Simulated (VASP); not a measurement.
# Sn (I4/mmm) in VASP: notebook

The runs below take Sn through single point, with PBE, LDA, RPBE, revPBE.

All numbers are computed with VASP 6.6.1; they aren't measurements. Logs are shortened: lines on timing, memory, paths and dates and some standing lists are left out, and cuts for length are marked.

## Step 1: The cell of the first run

The structure is tetragonal, space group I4/mmm (No. 139). Conventional cell: a = 4.058 Å, b = 4.058 Å, c = 3.322 Å, α = 90.00°, β = 90.00°, γ = 90.00°. Within 4.4 Å of Sn (site symmetry 4/mmm) lie 14 Sn at 3.32 to 4.06 Å.

## Step 2: Single point, PBE

INCAR

```
ALGO = Fast
EDIFF = 1E-6
ENCUT = 520
GGA = PE
ISIF = 2
ISMEAR = 0
LASPH = T
LCHARG = F
LREAL = F
LWAVE = F
NBANDS = 13
NELM = 60
PREC = Accurate
SIGMA = 0.011
```

KPOINTS

```
k-points
0
Gamma
  10 10 10
```

POSCAR

```
Sn
1.0
   -2.0291894110      2.0291894110      1.6607599896
    2.0291894110     -2.0291894110      1.6607599896
    2.0291894110      2.0291894110     -1.6607599896
Sn
1
Direct
    0.0000000000      0.0000000000      0.0000000000
```

Potentials or basis: VASP PAW PBE potentials, release 64 (Sn_d).

Run with:

```bash
$ cat potpaw_PBE.64/Sn_d/POTCAR > POTCAR
$ mpirun -np 1 vasp_std > vasp.out
```

OUTCAR:

```text
EDIFF = 1E-6
   ENCUT = 520
   GGA = PE
   ISIF = 2
   ISMEAR = 0
   LASPH = T
   LREAL = F
   NELM = 60
   PREC = Accurate

 ion  position               nearest neighbor table
   1  0.000  0.000  0.000-

  LATTYP: Found a body centered tetragonal cell.
 ALAT       =     4.0583788220
 C/A-ratio  =     0.8184351745

  Lattice vectors:

 A1 = (  -2.0291894110,   2.0291894110,   1.6607599896)
 A2 = (   2.0291894110,  -2.0291894110,   1.6607599896)
 A3 = (   2.0291894110,   2.0291894110,  -1.6607599896)

Analysis of symmetry for initial positions (statically):
=====================================================================
 Subroutine PRICEL returns:
 Original cell was already a primitive cell.

 Routine SETGRP: Setting up the symmetry group for a
 body centered tetragonal supercell.

 Subroutine GETGRP returns: Found 16 space group operations
 (whereof 16 operations were pure point group operations)
 out of a pool of 16 trial point group operations.

The static configuration has the point symmetry D_4h.

Analysis of symmetry for dynamics (positions and initial velocities):
=====================================================================
 Subroutine PRICEL returns:
 Original cell was already a primitive cell.

 Routine SETGRP: Setting up the symmetry group for a
 body centered tetragonal supercell.

 Subroutine GETGRP returns: Found 16 space group operations
 (whereof 16 operations were pure point group operations)
 out of a pool of 16 trial point group operations.

The dynamic configuration has the point symmetry D_4h.

 Subroutine INISYM returns: Found 16 space group operations
 (whereof 16 operations are pure point group operations),
 and found     1 'primitive' translations

----------------------------------------------------------------------------------------

                                     Primitive cell

  volume of cell :      27.3534

  direct lattice vectors                    reciprocal lattice vectors
    -2.029189411  2.029189411  1.660759990     0.000000000  0.246403809  0.301066983
     2.029189411 -2.029189411  1.660759990     0.246403809  0.000000000  0.301066983
     2.029189411  2.029189411 -1.660759990     0.246403809  0.246403809  0.000000000

  length of vectors
     3.315621069  3.315621069  3.315621069     0.389045197  0.389045197  0.348467608

  position of ions in fractional coordinates (direct lattice)
     0.000000000  0.000000000  0.000000000

  ion indices of the primitive-cell ions
   primitive index   ion index
                 1           1

[... 78 lines left out ...]
   ISYM   =      2    0-nonsym 1-usesym 2-fastsym
   POTIM  = 0.5000    time-step for ionic-motion
   TEBEG  =    0.0;   TEEND  =   0.0 temperature during run
   PSTRESS=    0.0 pullay stress
   NELECT =      14.0000    total number of electrons
   NUPDOWN=      -1.0000    fix difference up-down
   EMIN   =  10.00;   EMAX   =-10.00  energy-range for DOS
   EFERMI =   0.00;   METHOD = LEGACY
   ISMEAR =     0;   SIGMA  =   0.01  broadening in eV -4-tet -1-fermi 0-gaus
   EFERMI_NEDOS =   21; number of points for ismear=-14 and -15
   IALGO  =     68    algorithm
   IMIX   =      4    mixing-type and parameters
     AMIX     =   0.40;   BMIX     =  1.00
     AMIX_MAG =   1.60;   BMIX_MAG =  1.00
  volume/ion in A,a.u.               =      27.35       184.59
  Fermi-wavevector in a.u.,A,eV,Ry     =   1.309524  2.474642 23.331997  1.714853
  Thomas-Fermi vector in A             =   2.440117
   LORBIT       =      0    0 simple, 1 ext, 2 COOP (PROOUT), +10 PAW based schemes
   GGA     = PE    functional components
   LHFCALC =     F    Hartree Fock is set to
   AEXX    =    0.0000 exact exchange contribution
   IVDW    =     0    specifies the selected vdW correction
   LEPSILON=     F    determine dielectric tensor
   LRPA    =     F    only Hartree local field effects (RPA)
 non-spin polarized calculation
 RMM-DIIS sequential band-by-band and
 Gauss-broadening in eV      SIGMA  =   0.01
  energy-cutoff  :      520.00
  volume of cell :       27.35
 maximum number of plane-waves:       754
 NGX is ok and might be reduce to    28
   NGX = 13   NGY = 13   NGZ = 13

 number of electron      14.0000001 magnetization

 Free energy of the ion-electron system (eV)
  ---------------------------------------------------
  ext. energy  EPLUGINS =         0.00000000
  ---------------------------------------------------
  free energy    TOTEN  =        -3.77606710 eV

  energy without entropy =       -3.77592557  energy(sigma->0) =       -3.77599634

 E-fermi :   7.9116     XC(G=0): -10.3292

 val. band max:        7.9054141070   @ k =  -0.2000   0.4000   0.1000
 cond. band min:       7.9135685690   @ k =  -0.2000  -0.3000   0.2000
 fundamental gap:      0.0081544619
 Fermi energy:         7.9116244799

 k-point     1 :       0.0000    0.0000    0.0000
  band No.  band energies     occupation
      1     -13.5876      2.00000
      2     -13.5122      2.00000
      3     -13.5122      2.00000
      4     -13.5099      2.00000
      5     -13.3961      2.00000
      6      -3.0601      2.00000
      7      14.7473      0.00000
      8      14.7473      0.00000
      9      17.3092      0.00000
     10      18.2355      0.00000
     11      19.3772      0.00000
     12      20.5152      0.00000
     13      20.5152      0.00000
[... 354 lines left out ...]
  band No.  band energies     occupation
      1     -13.5599      2.00000
      2     -13.4798      2.00000
      3     -13.4543      2.00000
      4     -13.4244      2.00000
      5     -13.4033      2.00000
      6       1.9786      2.00000
      7       5.4074      2.00000
      8       6.8973      2.00000
      9      12.4233      0.00000
     10      17.1055      0.00000
     11      19.2260      0.00000
     12      23.9104      0.00000
     13      24.3311      0.00000

 [... further k-points ...]
[... 5 lines left out ...]
  --------------------------------------------------------------------------------------
  -------------------------------------------------------------------------------------
  Total        0.0496760      0.0496760      0.3203211      0.0000000      0.0000000      0.0000000
  in kB        2.9096785      2.9096785     18.7622153      0.0000000      0.0000000      0.0000000
  external PRESSURE =       8.1938574 kB  Pullay stress =       0.0000000 kB

 VOLUME and BASIS-vectors are now :
 -----------------------------------------------------------------------------
  energy-cutoff  :      520.00
  volume of cell :       27.35
      direct lattice vectors                 reciprocal lattice vectors
    -2.029189411  2.029189411  1.660759990     0.000000000  0.246403809  0.301066983
     2.029189411 -2.029189411  1.660759990     0.246403809  0.000000000  0.301066983
     2.029189411  2.029189411 -1.660759990     0.246403809  0.246403809  0.000000000

 POSITION                                       TOTAL-FORCE (eV/Angst)
 -----------------------------------------------------------------------------------
      0.00000      0.00000      0.00000         0.000000     -0.000000      0.000000
 -----------------------------------------------------------------------------------
    total drift:                               -0.000000     -0.000000     -0.000000

  FREE ENERGIE OF THE ION-ELECTRON SYSTEM (eV)
  ---------------------------------------------------
  free  energy   TOTEN  =        -3.7760671013 eV

  energy  without entropy=       -3.7759255692  energy(sigma->0) =       -3.77599634
```

stdout:

```text
POSCAR found type information on POSCAR Sn
 POSCAR found :  1 types and       1 ions
 scaLAPACK will be used
 LDA part: xc-table for (Slater+PW92), standard interpolation
 POSCAR, INCAR and KPOINTS ok, starting setup
 FFT: planning ... GRIDC
 FFT: planning ... GRID_SOFT
 FFT: planning ... GRID
 WAVECAR not read
 entering main loop
WARNING in EDDRMM: call to ZHEGV failed, returncode =   6  3     12
```

It took 22 s on 1 thread of Intel Xeon Platinum 8559C (Emerald Rapids), shared host; peak memory 0.17 GiB.

Results:

- Free energy: -3.7761 eV
- Pressure: 0.8 GPa
- Band gap on the k mesh: zero (band 7 reaches 14.75 eV, above the bottom of band 8 at 5.95 eV)

Stress tensor (GPa, compression positive):
```
0.29 0.00 0.00
0.00 0.29 0.00
0.00 0.00 1.88
```

Caveat: spin-orbit coupling is left out, which moves the levels of the heavy elements.

## Step 3: Single point, LDA

INCAR

```
PREC     = Accurate       # precision mode
ENCUT    = 520            # plane-wave cutoff, eV
EDIFF    = 1E-7           # SCF threshold, eV
ISMEAR   = -1             # smearing method
SIGMA    = 0.05           # smearing width, eV
LREAL    = False          # projectors in reciprocal space
LASPH    = True           # aspherical terms in the spheres
NELM     = 100            # most SCF steps
ALGO     = Fast           # electronic algorithm
ISIF     = 2              # what is computed and relaxed
LWAVE    = False          # write WAVECAR
LCHARG   = True           # write CHGCAR
LELF     = True           # ELF
LVHAR    = True         
NBANDS   = 13             # bands
```

KPOINTS

```
regular mesh
0
Gamma
  10 10 10
```

POSCAR is that of step 2.

Potentials or basis: VASP PAW LDA potentials, release 64 (Sn_d).

Run with:

```bash
$ cat potpaw_LDA.64/Sn_d/POTCAR > POTCAR
$ mpirun -np 1 vasp_std > vasp.out
```

Run time: 25 s. Hardware: 1 thread of Intel Xeon Platinum 8559C (Emerald Rapids), shared host; peak memory 0.16 GiB.

Results (log left out):

```yaml
Free_energy: -4.4285 eV
Pressure: -3.2 GPa
Band_gap_on_the_k_mesh: zero (band 7 reaches 14.38 eV, above the bottom of band 8 at 5.71 eV)
```

Stress tensor (GPa, compression positive):
```
-3.40  0.00  0.00
 0.00 -3.40  0.00
 0.00  0.00 -2.74
```

Levels at points of the mesh, in eV from the Fermi level:
| k point | band 5 | band 6 | band 7 | band 8 | band 9 | band 10 |
| --- | --- | --- | --- | --- | --- | --- |
| (0.00, 0.00, 0.00) | -21.22 | -11.01 | 6.72 | 6.72 | 9.21 | 10.39 |
| (0.50, 0.00, 0.00) | -21.17 | -5.79 | -4.09 | 3.06 | 4.33 | 7.30 |
| (0.50, 0.50, 0.00) | -21.17 | -7.28 | -4.60 | 5.74 | 7.70 | 10.49 |
| (0.50, 0.50, 0.50) | -21.16 | -3.47 | -1.52 | -1.52 | 2.53 | 3.22 |

Caveat: spin-orbit coupling is left out, which moves the levels of the heavy elements.

## Step 4: Single point, RPBE

INCAR

```
SYSTEM = Sn
ALGO = Normal
EDIFF = 1E-6
ENCUT = 520
GGA = RP
ISIF = 2
ISMEAR = -1
LASPH = .TRUE.
LCHARG = .TRUE.
LELF = .TRUE.
LREAL = .FALSE.
LVHAR = .TRUE.
LWAVE = .FALSE.
NBANDS = 13
NELM = 100
PREC = Accurate
SIGMA = 0.05
```

KPOINTS

```
k-points
0
G
  10 10 10
  0 0 0
```

POSCAR is that of step 3.

Potentials or basis: VASP PAW PBE potentials, release 64 (Sn_d).

Run with:

```bash
$ cat potpaw_PBE.64/Sn_d/POTCAR > POTCAR
$ mpirun -np 1 vasp_std > vasp.out
```

Wall time 17 s (1 thread of Intel Xeon Platinum 8559C (Emerald Rapids), shared host); peak memory 0.17 GiB.

It converged, with:

- Free energy: -3.4064 eV
- Pressure: 2.3 GPa
- Band gap on the k mesh: zero (band 7 reaches 14.91 eV, above the bottom of band 8 at 6.06 eV)

Stress tensor (GPa, compression positive):
```
1.78 0.00 0.00
0.00 1.78 0.00
0.00 0.00 3.29
```

Levels at points of the mesh, in eV from the Fermi level:
```tsv
k point	band 4	band 5	band 6	band 7	band 8	band 9	band 10	band 11
(0.00, 0.00, 0.00)	-21.53	-21.42	-11.00	6.84	6.84	9.43	10.24	11.40
(0.50, 0.00, 0.00)	-21.39	-21.37	-5.69	-4.14	3.13	4.38	7.20	7.35
(0.50, 0.50, 0.00)	-21.46	-21.38	-7.21	-4.66	5.85	7.82	10.38	10.93
(0.50, 0.50, 0.50)	-21.39	-21.36	-3.31	-1.53	-1.53	2.57	3.04	6.08
```

Caveat: the PAW data sets were made with another functional, which shifts forces and pressure a little; spin-orbit coupling is left out, which moves the levels of the heavy elements.

[end of part 1 of 2]
